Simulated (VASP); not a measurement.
# MoS2: single point with PBE

The system is MoS2.

```
Mo S
1.0
     3.18507    0.00000    0.00000
    -1.59253    2.75835    0.00000
     0.00000    0.00000   14.80799
Mo S
2 4
Direct
  0.66667 0.33333 0.25000
  0.33333 0.66667 0.75000
  0.66667 0.33333 0.64448
  0.33333 0.66667 0.35552
  0.66667 0.33333 0.85552
  0.33333 0.66667 0.14448
```

```json
{"Program": "VASP 6.6.1", "Task": "single point", "Functional": "PBE", "Potentials or basis": "VASP PAW PBE potentials, release 64 (Mo_sv, S)", "Cutoff": "520 eV", "k mesh": "12 × 12 × 2", "Occupations": "gaussian, width 0.02 eV", "Spin": "no spin polarisation"}
```

```
Pressure               : -0.1 GPa
Largest force          : 0.010 eV/Å
Band gap on the k mesh : 1.46 eV (least direct gap 1.67 eV)
```

Forces in eV/Å, atoms in the order of the input:
```
Mo   0.000  0.000  0.000
Mo   0.000  0.000  0.000
S    0.000  0.000  0.010
S    0.000  0.000 -0.010
S    0.000  0.000 -0.010
S    0.000  0.000  0.010
```

Levels at points of the mesh, in eV from the valence-band top:
```
           k point  band 22  band 23  band 24  band 25  band 26  band 27  band 28  band 29  band 30  band 31
(0.00, 0.00, 0.00)    -1.70    -1.70    -1.67    -0.39     0.00     2.55     2.55     2.55     2.55     2.79
(0.50, 0.00, 0.00)    -2.07    -1.19    -1.18    -0.84    -0.83     2.03     2.04     2.52     2.57     3.55
(0.00, 0.00, 0.50)    -1.70    -1.70    -1.70    -0.16    -0.16     2.55     2.55     2.55     2.55     2.80
(0.50, 0.00, 0.50)    -2.08    -1.18    -1.18    -0.83    -0.83     2.03     2.03     2.54     2.54     3.66
```

It took 59 s on 1 thread of Intel(R) Xeon(R) 6975P-C (Granite Rapids) (shared host), peak memory 0.31 GiB.

Caveat: this functional lacks dispersion, which binds the layers, so the pressure and a relaxed spacing across them are unreliable. A k mesh can miss the band edges.
